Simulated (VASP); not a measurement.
Here is a VASP 6.6.1 calculation.

INCAR

```
ALGO = Fast
EDIFF = 1E-7
ENCUT = 520
GGA = PE
ISIF = 2
ISMEAR = 0
LASPH = T
LCHARG = F
LREAL = F
LWAVE = F
NBANDS = 13
NELM = 80
PREC = Accurate
SIGMA = 0.15
```

Contents of KPOINTS:

```
k-points
0
Gamma
  20 20 20
```

POSCAR

```
W
1.0
   -1.6714420641      1.5600125932      1.5600125932
    1.5600125932     -1.6714420641      1.5600125932
    1.5600125932      1.5600125932     -1.6714420641
W
1
Direct
    0.0000000000      0.0000000000      0.0000000000
```

Potentials or basis: VASP PAW PBE potentials, release 64 (W_sv).

Run with:

```bash
$ cat potpaw_PBE.64/W_sv/POTCAR > POTCAR
$ mpirun -np 1 vasp_std > vasp.out
```

(1) Predict the band gap on the k mesh.

(2) Estimate the pressure.

## Answers

(1) zero (bands 7 and 8 overlap by 5.80 eV).

(2) 27.0 GPa.

Caveat: the cell stands under pressure; spin-orbit coupling is left out, which moves the levels of the heavy elements.
